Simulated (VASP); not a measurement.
# GeCN2 (R-3m) in VASP: notebook, part 3 of 3

VASP 6.6.1. Earlier steps stand in the parts before.

### Step 5. Single point, PBE (14.54 Å³/atom)

This run uses another cell than the first one, of 14.54 Å³/atom.

Contents of INCAR:

```
SYSTEM = GeCN2
ALGO = Normal
EDIFF = 1E-7
ENCUT = 520
GGA = PE
ISIF = 2
ISMEAR = -1
LASPH = .TRUE.
LCHARG = .FALSE.
LREAL = .FALSE.
LWAVE = .FALSE.
NBANDS = 22
NELM = 80
PREC = Accurate
SIGMA = 0.05
```

Contents of KPOINTS:

```
k-points
0
G
  9 9 9
  0 0 0
```

Contents of POSCAR:

```
GeCN2
1.0
    1.8289716617      1.0559572812      5.0184906852
   -1.8289716617      1.0559572812      5.0184906852
    0.0000000000     -2.1119145624      5.0184906852
Ge N C
1 2 1
Direct
    0.0000000000      0.0000000000      0.0000000000
    0.5839044000      0.5839044000      0.5839044000
    0.4160956000      0.4160956000      0.4160956000
    0.5000000000      0.5000000000      0.5000000000
```

Potentials or basis: VASP PAW PBE potentials, release 64 (Ge_d, N, C).

Launch:

```
$ cat potpaw_PBE.64/Ge_d/POTCAR potpaw_PBE.64/N/POTCAR potpaw_PBE.64/C/POTCAR > POTCAR
$ mpirun -np 1 vasp_std > vasp.out
```

OUTCAR:

```text
SYSTEM = GeCN2
   EDIFF = 1E-7
   ENCUT = 520
   GGA = PE
   ISIF = 2
   ISMEAR = -1
   LASPH = .TRUE.
   LREAL = .FALSE.
   NELM = 80
   PREC = Accurate

 ion  position               nearest neighbor table
   1  0.000  0.000  0.000-
   2  0.584  0.584  0.584-   4 1.26
   3  0.416  0.416  0.416-   4 1.26
   4  0.500  0.500  0.500-   2 1.26   3 1.26

  LATTYP: Found a trigonal (rhomboedric) cell.
 ALAT       =     5.4447618751
 COS(alpha) =     0.7743235887

  Lattice vectors:

 A1 = (   1.8289716617,   1.0559572812,   5.0184906852)
 A2 = (  -1.8289716617,   1.0559572812,   5.0184906852)
 A3 = (   0.0000000000,  -2.1119145624,   5.0184906852)

Analysis of symmetry for initial positions (statically):
=====================================================================
 Subroutine PRICEL returns:
 Original cell was already a primitive cell.

 Routine SETGRP: Setting up the symmetry group for a
 trigonal (rhombohedral) supercell.

 Subroutine GETGRP returns: Found 12 space group operations
 (whereof 12 operations were pure point group operations)
 out of a pool of 12 trial point group operations.

The static configuration has the point symmetry D_3d.

Analysis of symmetry for dynamics (positions and initial velocities):
=====================================================================
 Subroutine PRICEL returns:
 Original cell was already a primitive cell.

 Routine SETGRP: Setting up the symmetry group for a
 trigonal (rhombohedral) supercell.

 Subroutine GETGRP returns: Found 12 space group operations
 (whereof 12 operations were pure point group operations)
 out of a pool of 12 trial point group operations.

The dynamic configuration has the point symmetry D_3d.

 Subroutine INISYM returns: Found 12 space group operations
[... 114 lines left out ...]
   EMIN   =  10.00;   EMAX   =-10.00  energy-range for DOS
   EFERMI =   0.00;   METHOD = LEGACY
   ISMEAR =    -1;   SIGMA  =   0.05  broadening in eV -4-tet -1-fermi 0-gaus
   EFERMI_NEDOS =   21; number of points for ismear=-14 and -15
   IALGO  =     38    algorithm
   IMIX   =      4    mixing-type and parameters
     AMIX     =   0.40;   BMIX     =  1.00
     AMIX_MAG =   1.60;   BMIX_MAG =  1.00
  volume/ion in A,a.u.               =      14.54        98.11
  Fermi-wavevector in a.u.,A,eV,Ry     =   1.283123  2.424751 22.400693  1.646405
  Thomas-Fermi vector in A             =   2.415394
   LORBIT       =      0    0 simple, 1 ext, 2 COOP (PROOUT), +10 PAW based schemes
   GGA     = PE    functional components
   LHFCALC =     F    Hartree Fock is set to
   AEXX    =    0.0000 exact exchange contribution
   IVDW    =     0    specifies the selected vdW correction
   LEPSILON=     F    determine dielectric tensor
   LRPA    =     F    only Hartree local field effects (RPA)
 non-spin polarized calculation
  energy-cutoff  :      520.00
  volume of cell :       58.15
 maximum number of plane-waves:      1578
   NGX = 21   NGY = 21   NGZ = 21

 number of electron      27.9999996 magnetization

 Free energy of the ion-electron system (eV)
  ---------------------------------------------------
  ext. energy  EPLUGINS =         0.00000000
  ---------------------------------------------------
  free energy    TOTEN  =       -29.09787882 eV

  energy without entropy =      -29.09787874  energy(sigma->0) =      -29.09787878

 E-fermi :   3.5499     XC(G=0):  -9.4104

 val. band max:        2.8861924720   @ k =  -0.4444  -0.4444   0.2222
 cond. band min:       4.1209870496   @ k =   0.4444   0.4444   0.4444
 fundamental gap:      1.2347945776
 Fermi energy:         3.5499419871

 k-point     1 :       0.0000    0.0000    0.0000
  band No.  band energies     occupation
      1     -21.8337      2.00000
      2     -21.8298      2.00000
      3     -21.8298      2.00000
      4     -21.8212      2.00000
      5     -21.8212      2.00000
      6     -15.7928      2.00000
[... 589 lines left out ...]
     21      11.7139      0.00000
     22      14.7760      0.00000

 [... further k-points ...]

------------------------ aborting loop because EDIFF is reached ----------------------------------------

  FORCE on cell =-STRESS in cart. coord.  units (eV):
  Direction    XX          YY          ZZ          XY          YZ          ZX
  --------------------------------------------------------------------------------------
  -------------------------------------------------------------------------------------
  Total       -0.9963676     -0.9963676     -5.3301848      0.0000000     -0.0000000      0.0000000
  in kB      -27.4506400    -27.4506400   -146.8504049      0.0000000     -0.0000000      0.0000000
  external PRESSURE =     -67.2505617 kB  Pullay stress =       0.0000000 kB

 VOLUME and BASIS-vectors are now :
 -----------------------------------------------------------------------------
  energy-cutoff  :      520.00
  volume of cell :       58.15
      direct lattice vectors                 reciprocal lattice vectors
     1.828971662  1.055957281  5.018490685     0.273377664  0.157834668  0.066421033
    -1.828971662  1.055957281  5.018490685    -0.273377664  0.157834668  0.066421033
     0.000000000 -2.111914562  5.018490685     0.000000000 -0.315669336  0.066421033

 POSITION                                       TOTAL-FORCE (eV/Angst)
 -----------------------------------------------------------------------------------
      0.00000      0.00000      0.00000         0.000000     -0.000000      0.000000
      0.00000      0.00000      8.79096         0.000000      0.000000     -1.469989
      0.00000      0.00000      6.26452         0.000000     -0.000000      1.469989
      0.00000      0.00000      7.52774        -0.000000     -0.000000      0.000000
 -----------------------------------------------------------------------------------
    total drift:                               -0.000000      0.000000     -0.000000

  FREE ENERGIE OF THE ION-ELECTRON SYSTEM (eV)
  ---------------------------------------------------
  free  energy   TOTEN  =       -29.0978788224 eV

  energy  without entropy=      -29.0978787367  energy(sigma->0) =      -29.09787878
```

OSZICAR:

```text
N       E                     dE             d eps       ncg     rms          rms(c)
DAV:   1     0.223647579719E+03    0.22365E+03   -0.13855E+04  4646   0.251E+03
DAV:   2     0.928227260269E+00   -0.22272E+03   -0.20845E+03  4300   0.662E+02
DAV:   3    -0.309032356085E+02   -0.31831E+02   -0.31463E+02  4546   0.139E+02
DAV:   4    -0.322922054822E+02   -0.13890E+01   -0.13880E+01  4152   0.322E+01
DAV:   5    -0.323221858484E+02   -0.29980E-01   -0.29979E-01  4596   0.510E+00    0.104E+01
DAV:   6    -0.292034356944E+02    0.31188E+01   -0.76144E+00  5184   0.209E+01    0.467E+00
DAV:   7    -0.291140151680E+02    0.89421E-01   -0.96584E-01  4582   0.598E+00    0.270E+00
DAV:   8    -0.290968215107E+02    0.17194E-01   -0.10643E-01  4298   0.247E+00    0.107E+00
DAV:   9    -0.290966839885E+02    0.13752E-03   -0.12664E-02  4214   0.847E-01    0.214E-01
DAV:  10    -0.290976295536E+02   -0.94557E-03   -0.15676E-03  4130   0.317E-01    0.925E-02
DAV:  11    -0.290978691850E+02   -0.23963E-03   -0.36880E-04  4142   0.179E-01    0.144E-02
DAV:  12    -0.290978775226E+02   -0.83375E-05   -0.52717E-05  4802   0.935E-02    0.808E-03
DAV:  13    -0.290978788859E+02   -0.13633E-05   -0.72429E-06  4148   0.207E-02    0.388E-03
DAV:  14    -0.290978788224E+02    0.63466E-07   -0.65515E-07  4698   0.725E-03
   1 F= -.29097879E+02 E0= -.29097879E+02  d E =-.857335E-07
```

stdout:

```text
POSCAR found type information on POSCAR GeN C
 POSCAR found :  3 types and       4 ions
 scaLAPACK will be used
 LDA part: xc-table for (Slater+PW92), standard interpolation
 POSCAR, INCAR and KPOINTS ok, starting setup
 FFT: planning ... GRIDC
 FFT: planning ... GRID_SOFT
 FFT: planning ... GRID
 WAVECAR not read
 entering main loop
```

Wall time 3.1 min (1 thread of Intel Xeon 8259CL, shared host); peak memory 0.3 GiB.

Results:

| Property | Result |
| --- | --- |
| Free energy | -29.0979 eV |
| Pressure | -6.7 GPa |
| Largest force | 1.470 eV/Å |
| Band gap on the k mesh | 1.23 eV (least direct gap 2.13 eV) |

Forces in eV/Å, atoms in the order of the input:
```
Ge   0.000  0.000  0.000
N    0.000  0.000 -1.470
N    0.000  0.000  1.470
C    0.000  0.000  0.000
```

Caveat: the cell stands under tension; an odd mesh through Γ misses points on the zone boundary, where band edges can lie; forces of over 1 eV/Å act on the atoms, so gaps and moduli don't describe the material at rest.

### Step 6. Overview

| cell | gap on the mesh (eV) | pressure (GPa) | largest force (eV/Å) |
| --- | --- | --- | --- |
| a = 5.268 Å, angles 39.3°, 4 atoms | 1.02 | 6.0 | 1.30 |
| a = 5.304 Å, angles 39.3°, 4 atoms | 1.07 | 2.9 | 0.67 |
| a = 5.375 Å, angles 39.3°, 4 atoms | 1.16 | -2.4 | 0.48 |
| a = 5.445 Å, angles 39.3°, 4 atoms | 1.23 | -6.7 | 1.47 |

Alike in all rows: task single point; level PBE; potentials or basis VASP PAW PBE potentials, release 64 (Ge_d, N, C); no spin polarisation; k mesh 9 × 9 × 9; cutoff (eV) 520; smearing fermi-dirac 0.05 eV.

Caveats: an odd mesh through Γ misses points on the zone boundary, where band edges can lie; forces of over 1 eV/Å act on the atoms, so gaps and moduli don't describe the material at rest (at least some runs); the cell stands under pressure (at least some runs); the cell stands under tension (at least some runs).

Total energies depend on the potentials used, so only differences within one code and one set of settings carry meaning.
